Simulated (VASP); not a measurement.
Si3IrRu: single point with PBE

Crystal: Si3IrRu.

```xyz
5
Lattice="2.4625 -2.4626 0.0000 2.4625 2.4626 0.0000 0.0000 0.0000 9.2096" Properties=species:S:1:pos:R:3 pbc="T T T"
Si    2.4625    0.0000    6.8845
Si    2.4625    0.0000    2.3251
Si    2.4625    0.0000    4.6048
Ru    0.0000    0.0000    0.0000
Ir    2.4625    0.0000    0.0000
```

The cell was generated, and may not be a known phase.

* Program: VASP 6.6.1
* Task: single point
* Functional: PBE
* Potentials or basis: VASP PAW PBE potentials, release 64 (Si, Ru_pv, Ir)
* Cutoff: 500 eV
* k mesh: 5 × 5 × 3
* Occupations: gaussian, width 0.2 eV
* Spin: no spin polarisation
* Dipole correction: no
* Further INCAR settings: ALGO = Normal; EDIFF = 1e-06; NBANDS = 26

```
Pressure               : 0.1 GPa
Largest force          : 0.030 eV/Å
Band gap on the k mesh : zero (an odd number of electrons rules out a gap without spin polarisation)
```

Forces in eV/Å, atoms in the order of the input:
```
Si   0.000  0.000 -0.030
Si   0.000  0.000  0.030
Si   0.000  0.000  0.000
Ru   0.000  0.000  0.000
Ir   0.000  0.000  0.000
```

Stress tensor (GPa, compression positive):
```
-0.02  0.00  0.00
 0.00 -0.03  0.00
 0.00  0.00  0.28
```

Levels at points of the mesh, in eV from the Fermi level:
```csv
k point,band 15,band 16,band 17,band 18,band 19,band 20,band 21,band 22
"(0.00, 0.00, 0.00)",0.36,0.36,1.28,1.28,2.09,3.25,3.25,4.11
```

It took 33 s on 1 thread of Intel(R) Xeon(R) Platinum 8559C (Emerald Rapids) (shared host), peak memory 0.24 GiB.

Caveat: the k points lie up to 0.36 Å⁻¹ apart, too coarse for converged energies and pressures of a metal; spin-orbit coupling is left out, which moves the levels of the heavy elements.
